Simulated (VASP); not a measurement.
Wanted: the native input for a VASP 6.6.1 run.

```
Task                   : single point
Functional             : PBE
Potentials or basis    : VASP PAW PBE potentials, release 64 (Bi_d)
Cutoff                 : 520 eV
k mesh                 : 4 × 4 × 4
Occupations            : gaussian, width 0.1 eV
Spin                   : no spin polarisation
Dipole correction      : no
Further INCAR settings : ALGO = Normal; EDIFF = 1e-06; NBANDS = 30
```

The structure of Bi lies in POSCAR:

```
Bi
1.0
    4.8066129648      0.0000000000      0.0000000000
    0.0000000000      4.8066129648      0.0000000000
    0.0000000000      0.0000000000      4.8066129648
Bi
3
Direct
    0.0000000000      0.5000000000      0.5000000000
    0.5000000000      0.0000000000      0.5000000000
    0.5000000000      0.5000000000      0.0000000000
```

These files were run (other wordings do the same):

INCAR

```
SYSTEM = Bi
PREC = Accurate
ENCUT = 520
EDIFF = 1E-6
ISMEAR = 0
SIGMA = 0.1
LREAL = .False.
LASPH = .True.
NELM = 100
ALGO = Normal
ISIF = 2
LWAVE = .False.
LCHARG = .True.
GGA = PE
LELF = .True.
LVHAR = .True.
NBANDS = 30
```

KPOINTS

```
regular mesh
0
Gamma
  4 4 4
  0 0 0
```

Potentials or basis: VASP PAW PBE potentials, release 64 (Bi_d).

Run with:

```console
$ cat potpaw_PBE.64/Bi_d/POTCAR > POTCAR
$ mpirun -np 1 vasp_std > vasp.out
```

Results of the run:

```yaml
Pressure: -0.1 GPa
```

Wall time 31 s on 1 thread of AMD EPYC 7R43 64-Core Processor (Zen 3) (shared host), peak memory 0.17 GiB.
